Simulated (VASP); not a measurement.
# Au in VASP: further runs

Runs on Au. Level: r2SCAN. Tasks: single point.

Everything below comes from runs of VASP 6.6.1. Logs are shortened: lines on timing, memory, paths and dates and some standing lists are left out, and cuts for length are marked.

## 1. The cell of the first run

Symmetry: I4/mmm, No. 139, tetragonal system. Conventional cell: a = 2.916 Å, b = 2.916 Å, c = 4.001 Å, α = 90.00°, β = 90.00°, γ = 90.00°. Au (site symmetry 4/mmm) has 12 Au at 2.87 to 2.92 Å within 3.8 Å.

## 2. Single point, r2SCAN (strain along c alone, the other axes held: -3.0 %)

The input, POSCAR:

```
Au
1.0
    2.0621898478      2.0621898478      0.0000000000
   -2.0621898478      2.0621898478      0.0000000000
    0.0000000000      0.0000000000      4.0006483047
Au
2
Direct
    0.0000000000      0.0000000000      0.0000000000
    0.5000000000      0.5000000000      0.5000000000
```

The input, INCAR.step1:

```
  ALGO = Normal
  EDIFF = 1E-4
  ENCUT = 520
  GGA = PE
  ISMEAR = 0
  LASPH = T
  LCHARG = F
  LREAL = F
  LWAVE = T
  NBANDS = 18
  NELM = 60
  PREC = Accurate
  SIGMA = 0.1
```

The input, INCAR.step2:

```
  ALGO = Normal
  EDIFF = 1E-6
  ENCUT = 520
  ISIF = 2
  ISMEAR = 0
  ISTART = 1
  LASPH = T
  LCHARG = T
  LELF = T
  LMIXTAU = T
  LREAL = F
  LVHAR = T
  LWAVE = F
  METAGGA = R2SCAN
  NBANDS = 18
  NELM = 60
  PREC = Accurate
  SIGMA = 0.1
```

The input, KPOINTS:

```
k-points
0
Gamma
  18 18 12
```

Potentials or basis: VASP PAW PBE potentials, release 64 (Au).

The run is started by

```sh
> cat potpaw_PBE.64/Au/POTCAR > POTCAR
> cp INCAR.step1 INCAR
> mpirun -np 1 vasp_std > vasp.out
> cp INCAR.step2 INCAR
> mpirun -np 1 vasp_std > vasp.out
```

OUTCAR:

```text
EDIFF = 1E-6
   ENCUT = 520
   ISIF = 2
   ISMEAR = 0
   ISTART = 1
   LASPH = T
   LREAL = F
   METAGGA = R2SCAN
   NELM = 60
   PREC = Accurate

 ion  position               nearest neighbor table
   1  0.000  0.000  0.000-   2 2.87   2 2.87   2 2.87   2 2.87   2 2.87   2 2.87   2 2.87   2 2.87

   2  0.500  0.500  0.500-   1 2.87   1 2.87   1 2.87   1 2.87   1 2.87   1 2.87   1 2.87   1 2.87

  LATTYP: Found a simple tetragonal cell.
 ALAT       =     2.9163768509
 C/A-ratio  =     1.3717871555

  Lattice vectors:

 A1 = (   2.0621898478,   2.0621898478,   0.0000000000)
 A2 = (  -2.0621898478,   2.0621898478,   0.0000000000)
 A3 = (   0.0000000000,   0.0000000000,   4.0006483047)

Analysis of symmetry for initial positions (statically):
=====================================================================
 Subroutine PRICEL returns following result:

  LATTYP: Found a body centered tetragonal cell.
 ALAT       =     2.9163768509
 C/A-ratio  =     1.3717871555

  Lattice vectors:

 A1 = (   0.0000000000,  -2.0621898478,  -2.0003241524)
 A2 = (   0.0000000000,   2.0621898478,  -2.0003241523)
 A3 = (   2.0621898478,   0.0000000000,   2.0003241523)

   2 primitive cells build up your supercell.

 Routine SETGRP: Setting up the symmetry group for a
 simple tetragonal supercell.

 Subroutine GETGRP returns: Found 16 space group operations
 (whereof 16 operations were pure point group operations)
 out of a pool of 16 trial point group operations.

The static configuration has the point symmetry D_4h.

Analysis of symmetry for dynamics (positions and initial velocities):
=====================================================================
 Subroutine PRICEL returns following result:

  LATTYP: Found a body centered tetragonal cell.
 ALAT       =     2.9163768509
 C/A-ratio  =     1.3717871555

  Lattice vectors:

 A1 = (   0.0000000000,  -2.0621898478,  -2.0003241524)
 A2 = (   0.0000000000,   2.0621898478,  -2.0003241523)
 A3 = (   2.0621898478,   0.0000000000,   2.0003241523)

   2 primitive cells build up your supercell.

 Routine SETGRP: Setting up the symmetry group for a
 simple tetragonal supercell.

 Subroutine GETGRP returns: Found 16 space group operations
[... 94 lines left out ...]
   ICHARG =      0    charge: 1-file 2-atom 10-const
   ISPIN  =      1    spin polarized calculation?
   LNONCOLLINEAR =      F non collinear calculations
   LSORBIT =      F    spin-orbit coupling
   LASPH  =      T    aspherical Exc in radial PAW
   ENCUT  =  520.0 eV  38.22 Ry    6.18 a.u.   5.42  5.42  7.44*2*pi/ulx,y,z
   NELM   =     60;   NELMIN=  2; NELMDL=  0     # of ELM steps
   EDIFF  = 0.1E-05   stopping-criterion for ELM
   LREAL  =      F    real-space projection
   EDIFFG = 0.1E-04   stopping-criterion for IOM
   NSW    =      0    number of steps for IOM
   IBRION =     -1    ionic relax: 0-MD 1-quasi-New 2-CG
   NFREE  =      0    steps in history (QN), initial steepest desc. (CG)
   ISIF   =      2    stress and relaxation
   ISYM   =      2    0-nonsym 1-usesym 2-fastsym
   POTIM  = 0.5000    time-step for ionic-motion
   TEBEG  =    0.0;   TEEND  =   0.0 temperature during run
   PSTRESS=    0.0 pullay stress
   NELECT =      22.0000    total number of electrons
   NUPDOWN=      -1.0000    fix difference up-down
   EMIN   =  10.00;   EMAX   =-10.00  energy-range for DOS
   EFERMI =   0.00;   METHOD = LEGACY
   ISMEAR =     0;   SIGMA  =   0.10  broadening in eV -4-tet -1-fermi 0-gaus
   EFERMI_NEDOS =   21; number of points for ismear=-14 and -15
   IALGO  =     38    algorithm
   IMIX   =      4    mixing-type and parameters
     AMIX     =   0.40;   BMIX     =  1.00
     AMIX_MAG =   1.60;   BMIX_MAG =  1.00
  volume/ion in A,a.u.               =      17.01       114.81
  Fermi-wavevector in a.u.,A,eV,Ry     =   1.415609  2.675112 27.265361  2.003948
  Thomas-Fermi vector in A             =   2.537029
   LORBIT       =      0    0 simple, 1 ext, 2 COOP (PROOUT), +10 PAW based schemes
   METAGGA = R2SCAN    functional components
   LHFCALC =     F    Hartree Fock is set to
   AEXX    =    0.0000 exact exchange contribution
   IVDW    =     0    specifies the selected vdW correction
   LEPSILON=     F    determine dielectric tensor
   LRPA    =     F    only Hartree local field effects (RPA)
 non-spin polarized calculation
 Gauss-broadening in eV      SIGMA  =   0.10
  energy-cutoff  :      520.00
  volume of cell :       34.03
 maximum number of plane-waves:       942
 NGX is ok and might be reduce to    24

 number of electron      22.0000001 magnetization

 Free energy of the ion-electron system (eV)
  ---------------------------------------------------
  ext. energy  EPLUGINS =         0.00000000
  ---------------------------------------------------
  free energy    TOTEN  =      -101.17236830 eV

  energy without entropy =     -101.16945662  energy(sigma->0) =     -101.17091246

 E-fermi :   9.4080     XC(G=0): -13.6416

 val. band max:        9.4030670063   @ k =   0.2778   0.1667   0.4167
 cond. band min:       9.4131581786   @ k =   0.5000   0.1111   0.3333
 fundamental gap:      0.0100911723
 Fermi energy:         9.4079720905

 k-point     1 :       0.0000    0.0000    0.0000
  band No.  band energies     occupation
      1      -0.7594      2.00000
      2       2.0262      2.00000
      3       2.2834      2.00000
      4       4.3072      2.00000
      5       4.3072      2.00000
      6       4.5808      2.00000
[... 481 lines left out ...]
      5       4.3556      2.00000
      6       4.6308      2.00000
[... 10 lines left out ...]
     17      24.1421      0.00000
     18      27.0677      0.00000

 [... further k-points ...]

------------------------ aborting loop because EDIFF is reached ----------------------------------------

  FORCE on cell =-STRESS in cart. coord.  units (eV):
  Direction    XX          YY          ZZ          XY          YZ          ZX
  --------------------------------------------------------------------------------------
  -------------------------------------------------------------------------------------
  Total        1.1436202      1.1436202      1.2260626      0.0000000      0.0000000      0.0000000
  in kB       53.8486392     53.8486392     57.7305330      0.0000000      0.0000000      0.0000000
  external PRESSURE =      55.1426038 kB  Pullay stress =       0.0000000 kB

 VOLUME and BASIS-vectors are now :
 -----------------------------------------------------------------------------
  energy-cutoff  :      520.00
  volume of cell :       34.03
      direct lattice vectors                 reciprocal lattice vectors
     2.062189848  2.062189848  0.000000000     0.242460703  0.242460703  0.000000000
    -2.062189848  2.062189848  0.000000000    -0.242460703  0.242460703  0.000000000
     0.000000000  0.000000000  4.000648305     0.000000000  0.000000000  0.249959488

 POSITION                                       TOTAL-FORCE (eV/Angst)
 -----------------------------------------------------------------------------------
      0.00000      0.00000      0.00000         0.000000     -0.000000     -0.000000
      0.00000      2.06219      2.00032        -0.000000      0.000000      0.000000
 -----------------------------------------------------------------------------------
    total drift:                               -0.000000      0.000000     -0.000000

  FREE ENERGIE OF THE ION-ELECTRON SYSTEM (eV)
  ---------------------------------------------------
  free  energy   TOTEN  =      -101.1723682964 eV

  energy  without entropy=     -101.1694566240  energy(sigma->0) =     -101.17091246
```

It took 3.3 min on 1 thread of Intel Xeon 6975P-C (Granite Rapids), shared host; peak memory 0.31 GiB.

What came out:

```
Free energy            : -101.1724 eV
Pressure               : 5.5 GPa
Band gap on the k mesh : zero (bands 11 and 12 overlap by 7.68 eV)
```

Stress tensor (GPa, compression positive):
```
5.38 0.00 0.00
0.00 5.38 0.00
0.00 0.00 5.77
```

Levels at points of the mesh, in eV from the Fermi level:
| k point | band 8 | band 9 | band 10 | band 11 | band 12 | band 13 | band 14 | band 15 |
| --- | --- | --- | --- | --- | --- | --- | --- | --- |
| (0.00, 0.00, 0.00) | -3.33 | -2.29 | -1.86 | -1.86 | 1.49 | 6.47 | 10.11 | 10.11 |
| (0.50, 0.00, 0.00) | -4.12 | -3.52 | -3.52 | -0.56 | -0.56 | 9.35 | 9.35 | 10.90 |
| (0.50, 0.50, 0.00) | -2.00 | -1.78 | -1.78 | 0.95 | 0.95 | 5.73 | 5.73 | 10.65 |
| (0.00, 0.00, 0.50) | -3.81 | -3.81 | -3.81 | -2.99 | -2.99 | 15.28 | 15.28 | 15.28 |
| (0.50, 0.00, 0.50) | -2.29 | -2.15 | -2.15 | -0.86 | -0.86 | 3.14 | 3.14 | 14.71 |
| (0.50, 0.50, 0.50) | -3.59 | -2.00 | -2.00 | 4.63 | 4.63 | 6.63 | 6.63 | 6.63 |

Caveat: the cell differs from its parent crystal (strain along c alone, the other axes held: -3.0 %); the cell stands under pressure; the PAW data sets were made with another functional, which shifts forces and pressure a little; spin-orbit coupling is left out, which moves the levels of the heavy elements.

## 3. Single point, r2SCAN (strain along c alone, the other axes held: -2.0 %)

POSCAR: that of step 2 with these lines changed.

```diff
@@ -4,3 +4,3 @@
    -2.0621898478      2.0621898478      0.0000000000
-    0.0000000000      0.0000000000      4.0006483047
+    0.0000000000      0.0000000000      4.0418921016
 Au
```

The input, INCAR.step1:

```
SYSTEM = Au
ALGO = Normal
EDIFF = 1E-4
ENCUT = 520
GGA = PE
ISMEAR = 0
LASPH = .TRUE.
LCHARG = .FALSE.
LREAL = .FALSE.
LWAVE = .TRUE.
NBANDS = 18
NELM = 80
PREC = Accurate
SIGMA = 0.1
```

The input, INCAR.step2:

```
SYSTEM = Au
ALGO = Normal
EDIFF = 1E-6
ENCUT = 520
ISIF = 2
ISMEAR = 0
ISTART = 1
LASPH = .TRUE.
LCHARG = .FALSE.
LMIXTAU = .TRUE.
LREAL = .FALSE.
LWAVE = .FALSE.
METAGGA = R2SCAN
NBANDS = 18
NELM = 80
PREC = Accurate
SIGMA = 0.1
```

The input, KPOINTS:

```
k-points
0
G
  18 18 12
  0 0 0
```

Potentials or basis: VASP PAW PBE potentials, release 64 (Au).

The run is started by

```sh
> cat potpaw_PBE.64/Au/POTCAR > POTCAR
> cp INCAR.step1 INCAR
> mpirun -np 1 vasp_std > vasp.out
> cp INCAR.step2 INCAR
> mpirun -np 1 vasp_std > vasp.out
```

OUTCAR:

```text
SYSTEM = Au
   EDIFF = 1E-6
   ENCUT = 520
   ISIF = 2
   ISMEAR = 0
   ISTART = 1
   LASPH = .TRUE.
   LREAL = .FALSE.
   METAGGA = R2SCAN
   NELM = 80
   PREC = Accurate

 ion  position               nearest neighbor table
   1  0.000  0.000  0.000-   2 2.89   2 2.89   2 2.89   2 2.89   2 2.89   2 2.89   2 2.89   2 2.89

   2  0.500  0.500  0.500-   1 2.89   1 2.89   1 2.89   1 2.89   1 2.89   1 2.89   1 2.89   1 2.89

  LATTYP: Found a simple tetragonal cell.
 ALAT       =     2.9163768509
 C/A-ratio  =     1.3859292911
[... 716 lines left out ...]

  FORCE on cell =-STRESS in cart. coord.  units (eV):
  Direction    XX          YY          ZZ          XY          YZ          ZX
  --------------------------------------------------------------------------------------
  -------------------------------------------------------------------------------------
  Total        0.7762650      0.7762650      0.8026553      0.0000000      0.0000000      0.0000000
  in kB       36.1783352     36.1783352     37.4082723      0.0000000      0.0000000      0.0000000
  external PRESSURE =      36.5883142 kB  Pullay stress =       0.0000000 kB

 VOLUME and BASIS-vectors are now :
 -----------------------------------------------------------------------------
  energy-cutoff  :      520.00
  volume of cell :       34.38
      direct lattice vectors                 reciprocal lattice vectors
     2.062189848  2.062189848  0.000000000     0.242460703  0.242460703  0.000000000
    -2.062189848  2.062189848  0.000000000    -0.242460703  0.242460703  0.000000000
     0.000000000  0.000000000  4.041892102     0.000000000  0.000000000  0.247408881

 POSITION                                       TOTAL-FORCE (eV/Angst)
 -----------------------------------------------------------------------------------
      0.00000      0.00000      0.00000        -0.000000      0.000000      0.000000
      0.00000      2.06219      2.02095         0.000000     -0.000000     -0.000000
 -----------------------------------------------------------------------------------
    total drift:                               -0.000000      0.000000     -0.000000

  FREE ENERGIE OF THE ION-ELECTRON SYSTEM (eV)
  ---------------------------------------------------
  free  energy   TOTEN  =      -101.1828684410 eV

  energy  without entropy=     -101.1798331990  energy(sigma->0) =     -101.18135082
```

OUTCAR.step1:

```text
SYSTEM = Au
   EDIFF = 1E-4
   ENCUT = 520
   GGA = PE
   ISMEAR = 0
   LASPH = .TRUE.
   LREAL = .FALSE.
[... 747 lines left out ...]
      0.00000      0.00000      0.00000         0.000000      0.000000     -0.000000
      0.00000      2.06219      2.02095        -0.000000     -0.000000      0.000000
 -----------------------------------------------------------------------------------
    total drift:                               -0.000000      0.000000     -0.000000

  FREE ENERGIE OF THE ION-ELECTRON SYSTEM (eV)
  ---------------------------------------------------
  free  energy   TOTEN  =        -6.4106532784 eV

  energy  without entropy=       -6.4070841343  energy(sigma->0) =       -6.40886871
```

OSZICAR.step1:

```text
N       E                     dE             d eps       ncg     rms          rms(c)
DAV:   1     0.123088749554E+03    0.12309E+03   -0.11525E+04 14268   0.117E+03
DAV:   2    -0.486781252616E+01   -0.12796E+03   -0.12188E+03 14754   0.259E+02
DAV:   3    -0.693429394038E+01   -0.20665E+01   -0.20549E+01 16214   0.333E+01
DAV:   4    -0.694361693429E+01   -0.93230E-02   -0.93210E-02 15130   0.239E+00
DAV:   5    -0.694370144280E+01   -0.84509E-04   -0.84508E-04 15420   0.238E-01    0.129E+01
DAV:   6    -0.645184788355E+01    0.49185E+00   -0.89686E-01 14502   0.875E+00    0.823E+00
DAV:   7    -0.641498945740E+01    0.36858E-01   -0.10644E-01 15182   0.301E+00    0.344E+00
DAV:   8    -0.641068551513E+01    0.43039E-02   -0.85087E-03 14730   0.751E-01    0.378E-01
DAV:   9    -0.641065327841E+01    0.32237E-04   -0.40598E-05  9638   0.567E-02
   1 F= -.64106533E+01 E0= -.64088687E+01  d E =-.356914E-02
```

Run time: 3.3 min. Hardware: 1 thread of Intel Xeon 6975P-C (Granite Rapids), shared host; peak memory 0.31 GiB.

Results:

```yaml
Free_energy: -101.1829 eV
Pressure: 3.7 GPa
Band_gap_on_the_k_mesh: zero (bands 11 and 12 overlap by 7.66 eV)
```

Caveat: the cell differs from its parent crystal (strain along c alone, the other axes held: -2.0 %); the cell stands under pressure; the PAW data sets were made with another functional, which shifts forces and pressure a little; spin-orbit coupling is left out, which moves the levels of the heavy elements.

## 4. Single point, r2SCAN (strain along c alone, the other axes held: -1.0 %)

POSCAR: that of step 3 with these lines changed.

```diff
@@ -4,3 +4,3 @@
    -2.0621898478      2.0621898478      0.0000000000
-    0.0000000000      0.0000000000      4.0418921016
+    0.0000000000      0.0000000000      4.0831358986
 Au
```

The input, INCAR.step1:

```
  PREC = Accurate
  ENCUT = 520
  ISMEAR = 0
  SIGMA = 0.1
  LREAL = F
  LASPH = T
  NELM = 100
  NBANDS = 18
  GGA = PE
  ALGO = Normal
  EDIFF = 1E-4
  LWAVE = T
  LCHARG = F
```

The input, INCAR.step2:

```
  PREC = Accurate
  ENCUT = 520
  EDIFF = 1E-6
  ISMEAR = 0
  SIGMA = 0.1
  LREAL = F
  LASPH = T
  NELM = 100
  ALGO = Normal
  ISIF = 2
  LWAVE = F
  LCHARG = T
  METAGGA = R2SCAN
  LMIXTAU = T
  LELF = T
  LVHAR = T
  NBANDS = 18
  ISTART = 1
```

The input, KPOINTS:

```
Automatic mesh
0
Gamma
  18 18 12
```

The run is started by

```sh
> cat potpaw_PBE.64/Au/POTCAR > POTCAR
> cp INCAR.step1 INCAR
> mpirun -np 1 vasp_std > vasp.out
> cp INCAR.step2 INCAR
> mpirun -np 1 vasp_std > vasp.out
```

It took 3.4 min on 1 thread of Intel Xeon 6975P-C (Granite Rapids), shared host; peak memory 0.31 GiB.

It converged, with:

* Free energy: -101.1891 eV
* Pressure: 1.9 GPa
* Band gap on the k mesh: zero (bands 11 and 12 overlap by 7.65 eV)

Stress tensor (GPa, compression positive):
```
1.95 0.00 0.00
0.00 1.95 0.00
0.00 0.00 1.85
```

Levels at points of the mesh, in eV from the Fermi level:
```csv
k point,band 8,band 9,band 10,band 11,band 12,band 13,band 14,band 15
"(0.00, 0.00, 0.00)",-3.35,-2.24,-1.85,-1.85,1.33,5.99,10.32,10.32
"(0.50, 0.00, 0.00)",-3.98,-3.39,-3.39,-0.44,-0.44,8.97,8.97,10.60
"(0.50, 0.50, 0.00)",-1.89,-1.82,-1.82,1.15,1.15,5.74,5.74,10.50
"(0.00, 0.00, 0.50)",-3.66,-3.66,-3.66,-2.87,-2.87,15.22,15.22,15.22
"(0.50, 0.00, 0.50)",-2.20,-2.16,-2.16,-0.74,-0.74,3.04,3.04,14.79
"(0.50, 0.50, 0.50)",-3.51,-1.89,-1.89,4.72,4.72,6.54,6.54,6.54
```

Caveat: the cell differs from its parent crystal (strain along c alone, the other axes held: -1.0 %); the PAW data sets were made with another functional, which shifts forces and pressure a little; spin-orbit coupling is left out, which moves the levels of the heavy elements.

## 5. Single point, r2SCAN

This run uses another cell than the first one: it holds 1 atom, not 2.

The input, POSCAR:

```
Au
1.0
    0.0000000000      2.0621898467      2.0621898467
    2.0621898467      0.0000000000      2.0621898467
    2.0621898467      2.0621898467      0.0000000000
Au
1
Direct
    0.0000000000      0.0000000000      0.0000000000
```

INCAR.step1: that of step 4 with these lines changed.

```diff
@@ -6,4 +6,4 @@
   LASPH = T
-  NELM = 100
-  NBANDS = 18
+  NELM = 60
+  NBANDS = 12
   GGA = PE
```

INCAR.step2: that of step 4 with these lines changed.

```diff
@@ -7,3 +7,3 @@
   LASPH = T
-  NELM = 100
+  NELM = 60
   ALGO = Normal
@@ -16,3 +16,3 @@
   LVHAR = T
-  NBANDS = 18
+  NBANDS = 12
   ISTART = 1
```

The input, KPOINTS:

```
Automatic mesh
0
Gamma
  18 18 18
```

The run is started by

```sh
> cat potpaw_PBE.64/Au/POTCAR > POTCAR
> cp INCAR.step1 INCAR
> mpirun -np 1 vasp_std > vasp.out
> cp INCAR.step2 INCAR
> mpirun -np 1 vasp_std > vasp.out
```

It took 2.2 min on 1 thread of Intel Xeon 8259CL, shared host; peak memory 0.18 GiB.

Results (log left out):

| Property | Result |
| --- | --- |
| Free energy | -50.5970 eV |
| Pressure | 0.2 GPa |
| Band gap on the k mesh | zero (an odd number of electrons rules out a gap without spin polarisation) |

Levels at points of the mesh, in eV from the Fermi level:
```
           k point  band 4  band 5  band 6  band 7  band 8  band 9
(0.00, 0.00, 0.00)   -4.75   -3.30   -3.30   15.39   19.31   19.31
(0.50, 0.00, 0.00)   -2.11   -2.11   -0.63    3.06   14.87   17.73
(0.50, 0.50, 0.00)   -1.79   -1.79    1.31    5.81   10.47   10.47
```

Caveat: the PAW data sets were made with another functional, which shifts forces and pressure a little; spin-orbit coupling is left out, which moves the levels of the heavy elements.

## 6. Summary

| cell | k mesh | gap on the mesh (eV) | pressure (GPa) |
| --- | --- | --- | --- |
| a = 2.916, b = 2.916, c = 4.001 Å, 2 atoms, atomic positions A | 18 × 18 × 12 | none | 5.5 |
| a = 2.916, b = 2.916, c = 4.042 Å, 2 atoms, atomic positions A | 18 × 18 × 12 | none | 3.7 |
| a = 2.916, b = 2.916, c = 4.083 Å, 2 atoms, atomic positions A | 18 × 18 × 12 | none | 1.9 |
| a = 2.916 Å, angles 60.0°, 1 atom, atomic positions B | 18 × 18 × 18 | none | 0.2 |

Alike in all rows: task single point; level r2SCAN; potentials or basis VASP PAW PBE potentials, release 64 (Au); no spin polarisation; cutoff (eV) 520; smearing gaussian 0.1 eV.

Caveats: the PAW data sets were made with another functional, which shifts forces and pressure a little; spin-orbit coupling is left out, which moves the levels of the heavy elements; the cell stands under pressure (at least some runs).

Absolute energies hang on the potentials; compare differences alone.
